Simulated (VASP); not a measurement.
# Sn2O3 (Pn-3m) in VASP: notebook

Runs on Sn2O3. Level: PBE. Tasks: single point.

All numbers are computed with VASP 6.6.1; they aren't measurements. Logs are shortened: lines on timing, memory, paths and dates and some standing lists are left out, and cuts for length are marked.

## (1) The cell of the first run

The structure is cubic, space group Pn-3m (No. 224). The conventional cell has a = 5.183 Å, b = 5.183 Å, c = 5.183 Å, α = 90.00°, β = 90.00°, γ = 90.00°. Sn (site symmetry -3m) has 6 O at 2.24 Å within 3.0 Å. O (site symmetry -42m) has 4 Sn at 2.24 Å and 4 O at 2.59 Å within 3.0 Å.

## (2) Single point, PBE

The input, INCAR:

```
SYSTEM = Sn2O3
ALGO = Normal
EDIFF = 1E-7
ENCUT = 520
GGA = PE
ISIF = 2
ISMEAR = -1
LASPH = .True.
LCHARG = .True.
LELF = .True.
LREAL = .False.
LVHAR = .True.
LWAVE = .False.
NBANDS = 57
NELM = 100
PREC = Accurate
SIGMA = 0.06122561905347299
```

The input, KPOINTS:

```
k-points
0
Gamma
  7 7 7
  0 0 0
```

The input, POSCAR:

```
Sn2O3
1.0
    5.1825499545      0.0000000000      0.0000000000
    0.0000000000      5.1825499545      0.0000000000
    0.0000000000      0.0000000000      5.1825499545
Sn O
4 6
Direct
    0.2500000000      0.2500000000      0.2500000000
    0.7500000000      0.7500000000      0.2500000000
    0.7500000000      0.2500000000      0.7500000000
    0.2500000000      0.7500000000      0.7500000000
    0.5000000000      0.0000000000      0.0000000000
    0.0000000000      0.5000000000      0.0000000000
    0.0000000000      0.0000000000      0.5000000000
    0.5000000000      0.5000000000      0.0000000000
    0.5000000000      0.0000000000      0.5000000000
    0.0000000000      0.5000000000      0.5000000000
```

Potentials or basis: VASP PAW PBE potentials, release 64 (Sn_d, O).

Run with:

```bash
> cat potpaw_PBE.64/Sn_d/POTCAR potpaw_PBE.64/O/POTCAR > POTCAR
> mpirun -np 1 vasp_std > vasp.out
```

OUTCAR:

```text
SYSTEM = Sn2O3
   EDIFF = 1E-7
   ENCUT = 520
   GGA = PE
   ISIF = 2
   ISMEAR = -1
   LASPH = .True.
   LREAL = .False.
   NELM = 100
   PREC = Accurate

 ion  position               nearest neighbor table
   1  0.250  0.250  0.250-   5 2.24   6 2.24   7 2.24   8 2.24   9 2.24  10 2.24   2 3.66   3 3.66
                             4 3.66   3 3.66   4 3.66   2 3.66   4 3.66   4 3.66   2 3.66   3 3.66
   2  0.750  0.750  0.250-   5 2.24   6 2.24   7 2.24   8 2.24   9 2.24  10 2.24   1 3.66   3 3.66
                             4 3.66   3 3.66   4 3.66   1 3.66   3 3.66   3 3.66   1 3.66   4 3.66
   3  0.750  0.250  0.750-   5 2.24   6 2.24   7 2.24   8 2.24   9 2.24  10 2.24   1 3.66   2 3.66
                             4 3.66   1 3.66   2 3.66   2 3.66   4 3.66   2 3.66   1 3.66   4 3.66
   4  0.250  0.750  0.750-   5 2.24   6 2.24   7 2.24   8 2.24   9 2.24  10 2.24   1 3.66   2 3.66
                             3 3.66   1 3.66   2 3.66   1 3.66   3 3.66   1 3.66   2 3.66   3 3.66
   5  0.500  0.000  0.000-   1 2.24   2 2.24   3 2.24   4 2.24
   6  0.000  0.500  0.000-   1 2.24   2 2.24   3 2.24   4 2.24
   7  0.000  0.000  0.500-   1 2.24   2 2.24   3 2.24   4 2.24
   8  0.500  0.500  0.000-   1 2.24   2 2.24   3 2.24   4 2.24
   9  0.500  0.000  0.500-   1 2.24   2 2.24   3 2.24   4 2.24
  10  0.000  0.500  0.500-   1 2.24   2 2.24   3 2.24   4 2.24

  LATTYP: Found a simple cubic cell.
 ALAT       =     5.1825499545

  Lattice vectors:

 A1 = (   5.1825499545,   0.0000000000,   0.0000000000)
 A2 = (   0.0000000000,   5.1825499545,   0.0000000000)
 A3 = (   0.0000000000,   0.0000000000,   5.1825499545)

Analysis of symmetry for initial positions (statically):
=====================================================================
 Subroutine PRICEL returns:
 Original cell was already a primitive cell.

 Routine SETGRP: Setting up the symmetry group for a
 simple cubic supercell.

 Subroutine GETGRP returns: Found 48 space group operations
 (whereof 24 operations were pure point group operations)
 out of a pool of 48 trial point group operations.

The static configuration has the point symmetry T_d .
 The point group associated with its full space group is O_h .

Analysis of symmetry for dynamics (positions and initial velocities):
=====================================================================
 Subroutine PRICEL returns:
 Original cell was already a primitive cell.

 Routine SETGRP: Setting up the symmetry group for a
 simple cubic supercell.

 Subroutine GETGRP returns: Found 48 space group operations
 (whereof 24 operations were pure point group operations)
 out of a pool of 48 trial point group operations.

The dynamic configuration has the point symmetry T_d .
 The point group associated with its full space group is O_h .

 Subroutine INISYM returns: Found 48 space group operations
 (whereof 24 operations are pure point group operations),
 and found     1 'primitive' translations

----------------------------------------------------------------------------------------

                                     Primitive cell

  volume of cell :     139.1972

  direct lattice vectors                    reciprocal lattice vectors
     5.182549954  0.000000000  0.000000000     0.192955207  0.000000000  0.000000000
     0.000000000  5.182549954  0.000000000     0.000000000  0.192955207  0.000000000
     0.000000000  0.000000000  5.182549954     0.000000000  0.000000000  0.192955207

  length of vectors
     5.182549954  5.182549954  5.182549954     0.192955207  0.192955207  0.192955207

  position of ions in fractional coordinates (direct lattice)
     0.250000000  0.250000000  0.250000000
     0.750000000  0.750000000  0.250000000
     0.750000000  0.250000000  0.750000000
     0.250000000  0.750000000  0.750000000
     0.500000000  0.000000000  0.000000000
     0.000000000  0.500000000  0.000000000
     0.000000000  0.000000000  0.500000000
     0.500000000  0.500000000  0.000000000
     0.500000000  0.000000000  0.500000000
     0.000000000  0.500000000  0.500000000

  ion indices of the primitive-cell ions
   primitive index   ion index
                 1           1
                 2           2
                 3           3
                 4           4
                 5           5
                 6           6
                 7           7
                 8           8
                 9           9
                10          10

----------------------------------------------------------------------------------------

 KPOINTS: k-points

Automatic generation of k-mesh.
 Grid dimensions read from file:
 generate k-points for:    7    7    7

 Generating k-lattice:

  Cartesian coordinates                     Fractional coordinates (reciprocal lattice)
     0.027565030  0.000000000  0.000000000     0.142857143  0.000000000  0.000000000
     0.000000000  0.027565030  0.000000000     0.000000000  0.142857143  0.000000000
     0.000000000  0.000000000  0.027565030     0.000000000  0.000000000  0.142857143

  Length of vectors
     0.027565030  0.027565030  0.027565030

  Shift w.r.t. Gamma in fractional coordinates (k-lattice)
     0.000000000  0.000000000  0.000000000

 Subroutine IBZKPT returns following result:
 ===========================================

 Found     20 irreducible k-points:

 Following reciprocal coordinates:
            Coordinates               Weight
  0.000000  0.000000  0.000000      1.000000
  0.142857  0.000000  0.000000      6.000000
  0.285714  0.000000  0.000000      6.000000
  0.428571  0.000000  0.000000      6.000000
  0.142857  0.142857  0.000000     12.000000
  0.285714  0.142857  0.000000     24.000000
[... 12 lines left out ...]
  0.428571  0.428571  0.285714     24.000000
  0.428571  0.428571  0.428571      8.000000
   k-points           NKPTS =     20   k-points in BZ     NKDIM =     20   number of bands    NBANDS=     57
   number of dos      NEDOS =    301   number of ions     NIONS =     10
   total plane-waves  NPLWV =  64000
   dimension x,y,z NGX =    40 NGY =   40 NGZ =   40
   dimension x,y,z NGXF=    80 NGYF=   80 NGZF=   80
   ions per type =               4   6
   NGX,Y,Z   is equivalent  to a cutoff of  12.83, 12.83, 12.83 a.u.
   NGXF,Y,Z  is equivalent  to a cutoff of  25.66, 25.66, 25.66 a.u.
 SYSTEM =  Sn2O3
   PREC   = accura    normal or accurate (medium, high low for compatibility)
   ISTART =      0    job   : 0-new  1-cont  2-samecut
   ICHARG =      2    charge: 1-file 2-atom 10-const
   ISPIN  =      1    spin polarized calculation?
   LNONCOLLINEAR =      F non collinear calculations
   LSORBIT =      F    spin-orbit coupling
   LASPH  =      T    aspherical Exc in radial PAW
   ENCUT  =  520.0 eV  38.22 Ry    6.18 a.u.   9.64  9.64  9.64*2*pi/ulx,y,z
   NELM   =    100;   NELMIN=  2; NELMDL= -5     # of ELM steps
   EDIFF  = 0.1E-06   stopping-criterion for ELM
   LREAL  =      F    real-space projection
   EDIFFG = 0.1E-05   stopping-criterion for IOM
   NSW    =      0    number of steps for IOM
   IBRION =     -1    ionic relax: 0-MD 1-quasi-New 2-CG
   NFREE  =      0    steps in history (QN), initial steepest desc. (CG)
   ISIF   =      2    stress and relaxation
   ISYM   =      2    0-nonsym 1-usesym 2-fastsym
   POTIM  = 0.5000    time-step for ionic-motion
   TEBEG  =    0.0;   TEEND  =   0.0 temperature during run
   PSTRESS=    0.0 pullay stress
   NELECT =      92.0000    total number of electrons
   NUPDOWN=      -1.0000    fix difference up-down
   EMIN   =  10.00;   EMAX   =-10.00  energy-range for DOS
   EFERMI =   0.00;   METHOD = LEGACY
   ISMEAR =    -1;   SIGMA  =   0.06  broadening in eV -4-tet -1-fermi 0-gaus
   EFERMI_NEDOS =   21; number of points for ismear=-14 and -15
   IALGO  =     38    algorithm
   IMIX   =      4    mixing-type and parameters
     AMIX     =   0.40;   BMIX     =  1.00
     AMIX_MAG =   1.60;   BMIX_MAG =  1.00
  volume/ion in A,a.u.               =      13.92        93.93
  Fermi-wavevector in a.u.,A,eV,Ry     =   1.426025  2.694797 27.668108  2.033549
  Thomas-Fermi vector in A             =   2.546347
   LORBIT       =      0    0 simple, 1 ext, 2 COOP (PROOUT), +10 PAW based schemes
   GGA     = PE    functional components
   LHFCALC =     F    Hartree Fock is set to
   AEXX    =    0.0000 exact exchange contribution
   IVDW    =     0    specifies the selected vdW correction
   LEPSILON=     F    determine dielectric tensor
   LRPA    =     F    only Hartree local field effects (RPA)
 non-spin polarized calculation
  energy-cutoff  :      520.00
  volume of cell :      139.20
 maximum number of plane-waves:      3783
 NGX is ok and might be reduce to    40
   NGX = 19   NGY = 19   NGZ = 19

 number of electron      91.9999963 magnetization

 Free energy of the ion-electron system (eV)
  ---------------------------------------------------
  ext. energy  EPLUGINS =         0.00000000
  ---------------------------------------------------
  free energy    TOTEN  =       -54.80978996 eV

  energy without entropy =      -54.77365885  energy(sigma->0) =      -54.79172440

 E-fermi :   8.5917     XC(G=0): -10.9816

 val. band max:        8.5810395835   @ k =   0.4286   0.4286   0.0000
 cond. band min:       8.6119867062   @ k =   0.4286   0.4286   0.2857
 fundamental gap:      0.0309471227
 Fermi energy:         8.5917241472

 k-point     1 :       0.0000    0.0000    0.0000
  band No.  band energies     occupation
      1     -14.4231      2.00000
      2     -14.4231      2.00000
      3     -14.1989      2.00000
      4     -13.9408      2.00000
      5     -13.9408      2.00000
      6     -13.9408      2.00000
[... 49 lines left out ...]
     56      14.3216      0.00000
     57      14.4720      0.00000

 k-point     2 :       0.1429    0.0000    0.0000
  band No.  band energies     occupation
      1     -14.4011      2.00000
      2     -14.4003      2.00000
      3     -14.1821      2.00000
      4     -13.9591      2.00000
      5     -13.9360      2.00000
      6     -13.9360      2.00000
[... 1074 lines left out ...]
      1     -14.3313      2.00000
      2     -14.3313      2.00000
      3     -14.3267      2.00000
      4     -13.9429      2.00000
      5     -13.9429      2.00000
      6     -13.9283      2.00000
[... 49 lines left out ...]
     56      16.0994      0.00000
     57      16.1509      0.00000

------------------------ aborting loop because EDIFF is reached ----------------------------------------

  FORCE on cell =-STRESS in cart. coord.  units (eV):
  Direction    XX          YY          ZZ          XY          YZ          ZX
  --------------------------------------------------------------------------------------
  -------------------------------------------------------------------------------------
  Total        4.5219485      4.5219485      4.5219485     -0.0000000     -0.0000000      0.0000000
  in kB       52.0481987     52.0481987     52.0481987     -0.0000000     -0.0000000      0.0000000
  external PRESSURE =      52.0481987 kB  Pullay stress =       0.0000000 kB

 VOLUME and BASIS-vectors are now :
 -----------------------------------------------------------------------------
  energy-cutoff  :      520.00
  volume of cell :      139.20
      direct lattice vectors                 reciprocal lattice vectors
     5.182549954  0.000000000  0.000000000     0.192955207  0.000000000  0.000000000
     0.000000000  5.182549954  0.000000000     0.000000000  0.192955207  0.000000000
     0.000000000  0.000000000  5.182549954     0.000000000  0.000000000  0.192955207

 POSITION                                       TOTAL-FORCE (eV/Angst)
 -----------------------------------------------------------------------------------
      1.29564      1.29564      1.29564        -0.000000      0.000000      0.000000
      3.88691      3.88691      1.29564         0.000000      0.000000      0.000000
      3.88691      1.29564      3.88691        -0.000000     -0.000000      0.000000
      1.29564      3.88691      3.88691        -0.000000      0.000000     -0.000000
      2.59127      0.00000      0.00000        -0.000000     -0.000000      0.000000
      0.00000      2.59127      0.00000         0.000000     -0.000000     -0.000000
      0.00000      0.00000      2.59127        -0.000000     -0.000000     -0.000000
      2.59127      2.59127      0.00000         0.000000     -0.000000     -0.000000
      2.59127      0.00000      2.59127        -0.000000     -0.000000     -0.000000
      0.00000      2.59127      2.59127         0.000000     -0.000000      0.000000
 -----------------------------------------------------------------------------------
    total drift:                               -0.000000      0.000000     -0.000000

  FREE ENERGIE OF THE ION-ELECTRON SYSTEM (eV)
  ---------------------------------------------------
  free  energy   TOTEN  =       -54.8097899582 eV

  energy  without entropy=      -54.7736588457  energy(sigma->0) =      -54.79172440
```

It took 3.3 min on 1 thread of Intel Xeon Platinum 8488C (Sapphire Rapids), shared host; peak memory 0.29 GiB.

What came out:

```yaml
Free_energy: -54.8098 eV
Pressure: 5.2 GPa
Band_gap_on_the_k_mesh: zero (bands 46 and 47 overlap by 0.12 eV)
```

Caveat: the cell stands under pressure; semilocal functionals underestimate gaps, and a narrow one can read as zero; spin-orbit coupling is left out, which moves the levels of the heavy elements.

## (3) Single point, PBE

This run uses another cell than the first one, of 14.21 Å³/atom.

INCAR, as its differences from that of step 2:

```diff
@@ -2,3 +2,3 @@
 ALGO = Normal
-EDIFF = 1E-7
+EDIFF = 1E-6
 ENCUT = 520
@@ -14,3 +14,3 @@
 NBANDS = 57
-NELM = 100
+NELM = 60
 PREC = Accurate
```

KPOINTS is that of step 2.

POSCAR, as its differences from that of step 2:

```diff
@@ -2,5 +2,5 @@
 1.0
-    5.1825499545      0.0000000000      0.0000000000
-    0.0000000000      5.1825499545      0.0000000000
-    0.0000000000      0.0000000000      5.1825499545
+    5.2182928078      0.0000000000      0.0000000000
+    0.0000000000      5.2182928078      0.0000000000
+    0.0000000000      0.0000000000      5.2182928078
 Sn O
```

Potentials or basis: VASP PAW PBE potentials, release 64 (Sn_d, O).

Run with:

```bash
> cat potpaw_PBE.64/Sn_d/POTCAR potpaw_PBE.64/O/POTCAR > POTCAR
> mpirun -np 1 vasp_std > vasp.out
```

Run time: 2.7 min. Hardware: 1 thread of Intel Xeon Platinum 8488C (Sapphire Rapids), shared host; peak memory 0.29 GiB.

The run converged. Its results:

```
Free energy            : -54.8837 eV
Pressure               : 2.6 GPa
Band gap on the k mesh : zero (bands 46 and 47 overlap by 0.07 eV)
```

Levels at points of the mesh, in eV from the Fermi level:
```csv
k point,band 44,band 45,band 46,band 47,band 48,band 49
"(0.00, 0.00, 0.00)",-2.36,-2.36,-2.24,0.38,0.38,0.38
```

Caveat: semilocal functionals underestimate gaps, and a narrow one can read as zero; spin-orbit coupling is left out, which moves the levels of the heavy elements.

## (4) Single point, PBE

This run uses another cell than the first one, of 14.21 Å³/atom.

The input, INCAR:

```
PREC = Accurate ; ENCUT = 520
EDIFF = 1E-7 ; ISMEAR = -1
SIGMA = 0.06122561905347299 ; LREAL = False
LASPH = True ; NELM = 100
ALGO = Normal ; ISIF = 2
LWAVE = False ; LCHARG = False
GGA = PE ; NBANDS = 57
```

The input, KPOINTS:

```
regular mesh
0
Gamma
  7 7 7
```

POSCAR is that of step 3.

Run with:

```bash
> cat potpaw_PBE.64/Sn_d/POTCAR potpaw_PBE.64/O/POTCAR > POTCAR
> mpirun -np 1 vasp_std > vasp.out
```

Run time: 2.9 min. Hardware: 1 thread of Intel Xeon Platinum 8488C (Sapphire Rapids), shared host; peak memory 0.29 GiB.

It converged, with:

```
Free energy            : -54.8837 eV
Pressure               : 2.6 GPa
Band gap on the k mesh : zero (bands 46 and 47 overlap by 0.07 eV)
```

Levels at points of the mesh, in eV from the Fermi level:
| k point | band 42 | band 43 | band 44 | band 45 | band 46 | band 47 | band 48 | band 49 | band 50 | band 51 |
| --- | --- | --- | --- | --- | --- | --- | --- | --- | --- | --- |
| (0.00, 0.00, 0.00) | -2.85 | -2.36 | -2.36 | -2.36 | -2.24 | 0.38 | 0.38 | 0.38 | 4.34 | 4.34 |

Caveat: semilocal functionals underestimate gaps, and a narrow one can read as zero; spin-orbit coupling is left out, which moves the levels of the heavy elements.

The gap in the log of VASP goes by the Fermi energy; the results here count the filled bands.